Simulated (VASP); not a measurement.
# Rh (P6_3/mmc) in VASP: further runs

Rh is run at these levels: PBE; tasks: single point.

Everything below comes from runs of VASP 6.6.1. Logs are shortened: lines on timing, memory, paths and dates and some standing lists are left out, and cuts for length are marked.

### 1 The cell of the first run

It takes space group P6_3/mmc (No. 194, hexagonal). The conventional cell has a = 2.847 Å, b = 2.847 Å, c = 4.385 Å, α = 90.00°, β = 90.00°, γ = 120.00°. Rh (site symmetry -6m2) has 12 Rh at 2.74 to 2.85 Å within 3.6 Å.

### 2 Single point, PBE (strain +0.0450 x Voigt [1, 1, 0, 0, 0, 0])

Input file INCAR:

```
PREC = Accurate
ENCUT = 520
EDIFF = 1E-7
ISMEAR = 0
SIGMA = 0.15
LREAL = False
LASPH = True
NELM = 60
ALGO = Fast
ISIF = 2
LWAVE = False
LCHARG = False
GGA = PE
NBANDS = 22
```

Input file KPOINTS:

```
regular mesh
0
Gamma
  24 24 14
```

Input file POSCAR:

```
Rh
1.0
    2.8474046339      0.0000000000      0.0000000000
   -1.4237023170      2.4659247478      0.0000000000
    0.0000000000      0.0000000000      4.3848426969
Rh
2
Direct
    0.6666666667      0.3333333333      0.7500000000
    0.3333333333      0.6666666667      0.2500000000
```

Potentials or basis: VASP PAW PBE potentials, release 64 (Rh_pv).

On the command line:

```console
$ cat potpaw_PBE.64/Rh_pv/POTCAR > POTCAR
$ mpirun -np 1 vasp_std > vasp.out
```

OUTCAR:

```text
PREC = Accurate
   ENCUT = 520
   EDIFF = 1E-7
   ISMEAR = 0
   LREAL = False
   LASPH = True
   NELM = 60
   ISIF = 2
   GGA = PE

 ion  position               nearest neighbor table
   1  0.667  0.333  0.750-   2 2.74   2 2.74   2 2.74   2 2.74   2 2.74   2 2.74
   2  0.333  0.667  0.250-   1 2.74   1 2.74   1 2.74   1 2.74   1 2.74   1 2.74

  LATTYP: Found a hexagonal cell.
 ALAT       =     2.8474046339
 C/A-ratio  =     1.5399436542

  Lattice vectors:

 A1 = (   2.8474046339,   0.0000000000,   0.0000000000)
 A2 = (  -1.4237023170,   2.4659247478,   0.0000000000)
 A3 = (   0.0000000000,   0.0000000000,   4.3848426969)

Analysis of symmetry for initial positions (statically):
=====================================================================
 Subroutine PRICEL returns:
 Original cell was already a primitive cell.

 Routine SETGRP: Setting up the symmetry group for a
 hexagonal supercell.

 Subroutine GETGRP returns: Found 24 space group operations
 (whereof 12 operations were pure point group operations)
 out of a pool of 24 trial point group operations.

The static configuration has the point symmetry D_3d.
 The point group associated with its full space group is D_6h.

Analysis of symmetry for dynamics (positions and initial velocities):
=====================================================================
 Subroutine PRICEL returns:
 Original cell was already a primitive cell.

 Routine SETGRP: Setting up the symmetry group for a
 hexagonal supercell.

 Subroutine GETGRP returns: Found 24 space group operations
 (whereof 12 operations were pure point group operations)
 out of a pool of 24 trial point group operations.

The dynamic configuration has the point symmetry D_3d.
 The point group associated with its full space group is D_6h.

 Subroutine INISYM returns: Found 24 space group operations
 (whereof 12 operations are pure point group operations),
 and found     1 'primitive' translations

----------------------------------------------------------------------------------------

                                     Primitive cell

  volume of cell :      30.7881

  direct lattice vectors                    reciprocal lattice vectors
     2.847404634  0.000000000  0.000000000     0.351197012  0.202763690  0.000000000
    -1.423702317  2.465924748  0.000000000     0.000000000  0.405527379  0.000000000
     0.000000000  0.000000000  4.384842697     0.000000000  0.000000000  0.228058352

  length of vectors
     2.847404634  2.847404634  4.384842697     0.405527379  0.405527379  0.228058352

  position of ions in fractional coordinates (direct lattice)
     0.666666667  0.333333333  0.750000000
     0.333333333  0.666666667  0.250000000

  ion indices of the primitive-cell ions
   primitive index   ion index
                 1           1
                 2           2

----------------------------------------------------------------------------------------

 KPOINTS: regular mesh

Automatic generation of k-mesh.
 Grid dimensions read from file:
 generate k-points for:   24   24   14

 Generating k-lattice:

  Cartesian coordinates                     Fractional coordinates (reciprocal lattice)
     0.014633209  0.008448487  0.000000000     0.041666667 -0.000000000  0.000000000
     0.000000000  0.016896974  0.000000000     0.000000000  0.041666667  0.000000000
     0.000000000  0.000000000  0.016289882     0.000000000  0.000000000  0.071428571

  Length of vectors
     0.016896974  0.016896974  0.016289882

  Shift w.r.t. Gamma in fractional coordinates (k-lattice)
     0.000000000  0.000000000  0.000000000

 Subroutine IBZKPT returns following result:
 ===========================================

 Found    488 irreducible k-points:

 Following reciprocal coordinates:
            Coordinates               Weight
  0.000000  0.000000  0.000000      1.000000
  0.041667  0.000000  0.000000      6.000000
  0.083333 -0.000000  0.000000      6.000000
  0.125000  0.000000  0.000000      6.000000
  0.166667  0.000000  0.000000      6.000000
  0.208333  0.000000  0.000000      6.000000
[... 16 lines left out ...]
  0.416667  0.041667  0.000000     12.000000
  0.458333  0.041667  0.000000     12.000000
 [... further k-points ...]
   k-points           NKPTS =    488   k-points in BZ     NKDIM =    488   number of bands    NBANDS=     22
   number of dos      NEDOS =    301   number of ions     NIONS =      2
   total plane-waves  NPLWV =  20736
   dimension x,y,z NGX =    24 NGY =   24 NGZ =   36
   dimension x,y,z NGXF=    48 NGYF=   48 NGZF=   72
   ions per type =               2
   NGX,Y,Z   is equivalent  to a cutoff of  14.01, 14.01, 13.65 a.u.
   NGXF,Y,Z  is equivalent  to a cutoff of  28.02, 28.02, 27.30 a.u.
 SYSTEM =  unknown system
   PREC   = accura    normal or accurate (medium, high low for compatibility)
   ISTART =      0    job   : 0-new  1-cont  2-samecut
   ICHARG =      2    charge: 1-file 2-atom 10-const
   ISPIN  =      1    spin polarized calculation?
   LNONCOLLINEAR =      F non collinear calculations
   LSORBIT =      F    spin-orbit coupling
   LASPH  =      T    aspherical Exc in radial PAW
   ENCUT  =  520.0 eV  38.22 Ry    6.18 a.u.   5.29  5.29  8.15*2*pi/ulx,y,z
   NELM   =     60;   NELMIN=  2; NELMDL= -5     # of ELM steps
   EDIFF  = 0.1E-06   stopping-criterion for ELM
   LREAL  =      F    real-space projection
   EDIFFG = 0.1E-05   stopping-criterion for IOM
   NSW    =      0    number of steps for IOM
   IBRION =     -1    ionic relax: 0-MD 1-quasi-New 2-CG
   NFREE  =      0    steps in history (QN), initial steepest desc. (CG)
   ISIF   =      2    stress and relaxation
   ISYM   =      2    0-nonsym 1-usesym 2-fastsym
   POTIM  = 0.5000    time-step for ionic-motion
   TEBEG  =    0.0;   TEEND  =   0.0 temperature during run
   PSTRESS=    0.0 pullay stress
   NELECT =      30.0000    total number of electrons
   NUPDOWN=      -1.0000    fix difference up-down
   EMIN   =  10.00;   EMAX   =-10.00  energy-range for DOS
   EFERMI =   0.00;   METHOD = LEGACY
   ISMEAR =     0;   SIGMA  =   0.15  broadening in eV -4-tet -1-fermi 0-gaus
   EFERMI_NEDOS =   21; number of points for ismear=-14 and -15
   IALGO  =     68    algorithm
   IMIX   =      4    mixing-type and parameters
     AMIX     =   0.40;   BMIX     =  1.00
     AMIX_MAG =   1.60;   BMIX_MAG =  1.00
  volume/ion in A,a.u.               =      15.39       103.88
  Fermi-wavevector in a.u.,A,eV,Ry     =   1.623009  3.067042 35.839895  2.634158
  Thomas-Fermi vector in A             =   2.716529
   LORBIT       =      0    0 simple, 1 ext, 2 COOP (PROOUT), +10 PAW based schemes
   GGA     = PE    functional components
   LHFCALC =     F    Hartree Fock is set to
   AEXX    =    0.0000 exact exchange contribution
   IVDW    =     0    specifies the selected vdW correction
   LEPSILON=     F    determine dielectric tensor
   LRPA    =     F    only Hartree local field effects (RPA)
 non-spin polarized calculation
 RMM-DIIS sequential band-by-band and
 Gauss-broadening in eV      SIGMA  =   0.15
  energy-cutoff  :      520.00
  volume of cell :       30.79
 maximum number of plane-waves:       841
 NGX is ok and might be reduce to    24
   NGX = 11   NGY = 11   NGZ = 17

 number of electron      30.0000007 magnetization

 Free energy of the ion-electron system (eV)
  ---------------------------------------------------
  ext. energy  EPLUGINS =         0.00000000
  ---------------------------------------------------
  free energy    TOTEN  =       -14.28806030 eV

  energy without entropy =      -14.24142007  energy(sigma->0) =      -14.26474019

 E-fermi :  10.0432     XC(G=0): -13.3092

 val. band max:       10.0415553543   @ k =   0.2500   0.1667   0.1429
 cond. band min:      10.0446984723   @ k =   0.3333   0.2917   0.3571
 fundamental gap:      0.0031431180
 Fermi energy:        10.0431774390

 k-point     1 :       0.0000    0.0000    0.0000
  band No.  band energies     occupation
      1     -36.8031      2.00000
      2     -36.3040      2.00000
      3     -36.3040      2.00000
      4     -36.2356      2.00000
      5     -36.2074      2.00000
      6     -36.2074      2.00000
[... 14 lines left out ...]
     21      28.5048      0.00000
     22      28.6747      0.00000

 k-point     2 :       0.0417    0.0000    0.0000
  band No.  band energies     occupation
      1     -36.8003      2.00000
      2     -36.3091      2.00000
      3     -36.3059      2.00000
      4     -36.2372      2.00000
      5     -36.2129      2.00000
      6     -36.2081      2.00000
[... 14 lines left out ...]
     21      28.4764      0.00000
     22      28.7201      0.00000

 k-point     3 :       0.0833   -0.0000    0.0000
  band No.  band energies     occupation
      1     -36.7920      2.00000
      2     -36.3241      2.00000
      3     -36.3113      2.00000
      4     -36.2418      2.00000
      5     -36.2288      2.00000
      6     -36.2101      2.00000
[... 14 lines left out ...]
     21      28.1831      0.00000
     22      28.8461      0.00000

 k-point     4 :       0.1250    0.0000    0.0000
  band No.  band energies     occupation
      1     -36.7785      2.00000
      2     -36.3479      2.00000
      3     -36.3200      2.00000
      4     -36.2541      2.00000
      5     -36.2494      2.00000
      6     -36.2135      2.00000
[... 14 lines left out ...]
     21      27.6483      0.00000
     22      28.3269      0.00000

 k-point     5 :       0.1667    0.0000    0.0000
  band No.  band energies     occupation
      1     -36.7601      2.00000
      2     -36.3792      2.00000
      3     -36.3310      2.00000
      4     -36.2867      2.00000
      5     -36.2601      2.00000
      6     -36.2180      2.00000
[... 417 lines left out ...]
 k-point    22 :       0.3750    0.0417    0.0000
  band No.  band energies     occupation
      1     -36.6111      2.00000
      2     -36.5752      2.00000
      3     -36.4829      2.00000
      4     -36.3978      2.00000
      5     -36.3606      2.00000
      6     -36.2528      2.00000
[... 14 lines left out ...]
     21      22.3786      0.00000
     22      24.7630      0.00000

 k-point    23 :       0.4167    0.0417    0.0000
  band No.  band energies     occupation
      1     -36.5951      2.00000
      2     -36.5885      2.00000
      3     -36.5010      2.00000
      4     -36.4048      2.00000
      5     -36.3784      2.00000
      6     -36.2563      2.00000
[... 14 lines left out ...]
     21      21.9401      0.00000
     22      24.0852      0.00000

 k-point    24 :       0.4583    0.0417    0.0000
  band No.  band energies     occupation
      1     -36.6054      2.00000
      2     -36.5751      2.00000
      3     -36.5104      2.00000
      4     -36.4084      2.00000
      5     -36.3893      2.00000
      6     -36.2581      2.00000
[... 14 lines left out ...]
     21      21.7066      0.00000
     22      23.4694      0.00000

 [... further k-points ...]
[... 5 lines left out ...]
  --------------------------------------------------------------------------------------
  -------------------------------------------------------------------------------------
  Total       -3.7059304     -3.7059304     -2.3819787      0.0000000      0.0000000      0.0000000
  in kB     -192.8522982   -192.8522982   -123.9553951      0.0000000      0.0000000      0.0000000
  external PRESSURE =    -169.8866638 kB  Pullay stress =       0.0000000 kB

 VOLUME and BASIS-vectors are now :
 -----------------------------------------------------------------------------
  energy-cutoff  :      520.00
  volume of cell :       30.79
      direct lattice vectors                 reciprocal lattice vectors
     2.847404634  0.000000000  0.000000000     0.351197012  0.202763690  0.000000000
    -1.423702317  2.465924748  0.000000000     0.000000000  0.405527379  0.000000000
     0.000000000  0.000000000  4.384842697     0.000000000  0.000000000  0.228058352

 POSITION                                       TOTAL-FORCE (eV/Angst)
 -----------------------------------------------------------------------------------
      1.42370      0.82197      3.28863        -0.000000      0.000000      0.000000
     -0.00000      1.64395      1.09621         0.000000      0.000000      0.000000
 -----------------------------------------------------------------------------------
    total drift:                               -0.000000      0.000000     -0.000000

  FREE ENERGIE OF THE ION-ELECTRON SYSTEM (eV)
  ---------------------------------------------------
  free  energy   TOTEN  =       -14.2880603027 eV

  energy  without entropy=      -14.2414200697  energy(sigma->0) =      -14.26474019
```

Run time: 3.9 min. Hardware: 1 thread of Intel Xeon Platinum 8259CL at 2.50GHz (Skylake/Cascade Lake), shared host; peak memory 0.35 GiB.

What came out:

```
Free energy            : -14.2881 eV
Pressure               : -17.0 GPa
Band gap on the k mesh : zero (band 15 reaches 10.51 eV, above the bottom of band 16 at 8.63 eV)
```

Levels at points of the mesh, in eV from the Fermi level:
| k point | band 13 | band 14 | band 15 | band 16 | band 17 | band 18 |
| --- | --- | --- | --- | --- | --- | --- |
| (0.00, 0.00, 0.00) | -2.04 | -1.90 | -1.90 | 0.09 | 0.09 | 1.33 |
| (0.50, 0.00, 0.00) | -1.71 | 0.13 | 0.46 | 0.63 | 2.57 | 4.39 |
| (0.00, 0.00, 0.50) | -2.56 | -2.56 | -0.37 | -0.37 | -0.37 | -0.37 |
| (0.50, 0.00, 0.50) | -0.27 | -0.27 | 0.34 | 0.34 | 2.48 | 2.48 |

Caveat: the cell differs from its parent crystal (strain +0.0450 x Voigt [1, 1, 0, 0, 0, 0]).

### 3 Single point, PBE (strain +0.0525 x Voigt [1, 1, 0, 0, 0, 0])

Input file INCAR:

```
SYSTEM = Rh
  PREC = Accurate
  ENCUT = 520
  EDIFF = 1E-6
  ISMEAR = 0
  SIGMA = 0.15
  LREAL = .FALSE.
  LASPH = .TRUE.
  NELM = 100
  ALGO = Fast
  ISIF = 2
  LWAVE = .FALSE.
  LCHARG = .FALSE.
  GGA = PE
  NBANDS = 22
```

Input file KPOINTS:

```
regular mesh
0
G
  24 24 14
  0 0 0
```

Input file POSCAR:

```
Rh
1.0
    2.8678405524      0.0000000000      0.0000000000
   -1.4339202762      2.4836227724      0.0000000000
    0.0000000000      0.0000000000      4.3848426969
Rh
2
Direct
    0.6666666667      0.3333333333      0.7500000000
    0.3333333333      0.6666666667      0.2500000000
```

Potentials or basis: VASP PAW PBE potentials, release 64 (Rh_pv).

On the command line:

```console
$ cat potpaw_PBE.64/Rh_pv/POTCAR > POTCAR
$ mpirun -np 1 vasp_std > vasp.out
```

It took 3.2 min on 1 thread of Intel Xeon Platinum 8259CL at 2.50GHz (Skylake/Cascade Lake), shared host; peak memory 0.36 GiB.

Results (log left out):

* Free energy: -14.2319 eV
* Pressure: -19.0 GPa
* Band gap on the k mesh: zero (band 15 reaches 10.24 eV, above the bottom of band 16 at 8.44 eV)

Stress tensor (GPa, compression positive):
```
-21.49   0.00   0.00
  0.00 -21.49   0.00
  0.00   0.00 -14.15
```

Levels at points of the mesh, in eV from the Fermi level:
| k point | band 11 | band 12 | band 13 | band 14 | band 15 | band 16 | band 17 | band 18 | band 19 | band 20 |
| --- | --- | --- | --- | --- | --- | --- | --- | --- | --- | --- |
| (0.00, 0.00, 0.00) | -2.19 | -1.99 | -1.99 | -1.90 | -1.90 | 0.09 | 0.09 | 1.41 | 8.22 | 15.46 |
| (0.50, 0.00, 0.00) | -2.03 | -1.93 | -1.65 | 0.10 | 0.43 | 0.63 | 2.52 | 4.30 | 9.68 | 10.30 |
| (0.00, 0.00, 0.50) | -2.71 | -2.71 | -2.48 | -2.48 | -0.35 | -0.35 | -0.35 | -0.35 | 14.76 | 14.76 |
| (0.50, 0.00, 0.50) | -1.54 | -1.54 | -0.26 | -0.26 | 0.31 | 0.31 | 2.46 | 2.46 | 8.04 | 8.04 |

Caveat: the cell differs from its parent crystal (strain +0.0525 x Voigt [1, 1, 0, 0, 0, 0]).

### 4 Single point, PBE (strain +0.0600 x Voigt [1, 1, 0, 0, 0, 0])

Input file INCAR:

```
SYSTEM = Rh
PREC = Accurate
ENCUT = 520
EDIFF = 1E-6
ISMEAR = 0
SIGMA = 0.15
LREAL = .False.
LASPH = .True.
NELM = 60
ALGO = Fast
ISIF = 2
LWAVE = .False.
LCHARG = .False.
GGA = PE
NBANDS = 22
```

Input file KPOINTS:

```
regular mesh
0
Gamma
  24 24 14
  0 0 0
```

Input file POSCAR:

```
Rh
1.0
    2.8882764708      0.0000000000      0.0000000000
   -1.4441382354      2.5013207969      0.0000000000
    0.0000000000      0.0000000000      4.3848426969
Rh
2
Direct
    0.6666666667      0.3333333333      0.7500000000
    0.3333333333      0.6666666667      0.2500000000
```

On the command line:

```console
$ cat potpaw_PBE.64/Rh_pv/POTCAR > POTCAR
$ mpirun -np 1 vasp_std > vasp.out
```

Run time: 3.9 min. Hardware: 1 thread of Intel Xeon Platinum 8259CL at 2.50GHz (Skylake/Cascade Lake), shared host; peak memory 0.36 GiB.

The run converged. Its results:

```yaml
Free_energy: -14.1697 eV
Pressure: -20.8 GPa
Band_gap_on_the_k_mesh: zero (band 15 reaches 9.99 eV, above the bottom of band 16 at 8.26 eV)
```

Stress tensor (GPa, compression positive):
```
-23.38   0.00   0.00
  0.00 -23.38   0.00
  0.00   0.00 -15.73
```

Levels at points of the mesh, in eV from the Fermi level:
| k point | band 13 | band 14 | band 15 | band 16 | band 17 | band 18 |
| --- | --- | --- | --- | --- | --- | --- |
| (0.00, 0.00, 0.00) | -1.93 | -1.90 | -1.90 | 0.09 | 0.09 | 1.50 |
| (0.50, 0.00, 0.00) | -1.58 | 0.07 | 0.41 | 0.63 | 2.47 | 4.21 |
| (0.00, 0.00, 0.50) | -2.40 | -2.40 | -0.34 | -0.34 | -0.34 | -0.34 |
| (0.50, 0.00, 0.50) | -0.26 | -0.26 | 0.29 | 0.29 | 2.44 | 2.44 |

Caveat: the cell differs from its parent crystal (strain +0.0600 x Voigt [1, 1, 0, 0, 0, 0]).

### 5 Summary

| cell | further INCAR settings | gap on the mesh (eV) | pressure (GPa) |
| --- | --- | --- | --- |
| a = 2.847, b = 2.847, c = 4.385 Å, angles 90.0, 90.0, 120.0°, 2 atoms | ALGO = Fast; EDIFF = 1e-07; NBANDS = 22 | none | -17.0 |
| a = 2.868, b = 2.868, c = 4.385 Å, angles 90.0, 90.0, 120.0°, 2 atoms | ALGO = Fast; EDIFF = 1e-06; NBANDS = 22 | none | -19.0 |
| a = 2.888, b = 2.888, c = 4.385 Å, angles 90.0, 90.0, 120.0°, 2 atoms | ALGO = Fast; EDIFF = 1e-06; NBANDS = 22 | none | -20.8 |

Alike in all rows: task single point; level PBE; potentials or basis VASP PAW PBE potentials, release 64 (Rh_pv); no spin polarisation; k mesh 24 × 24 × 14; cutoff (eV) 520; smearing gaussian 0.15 eV.

Absolute energies hang on the potentials; compare differences alone.
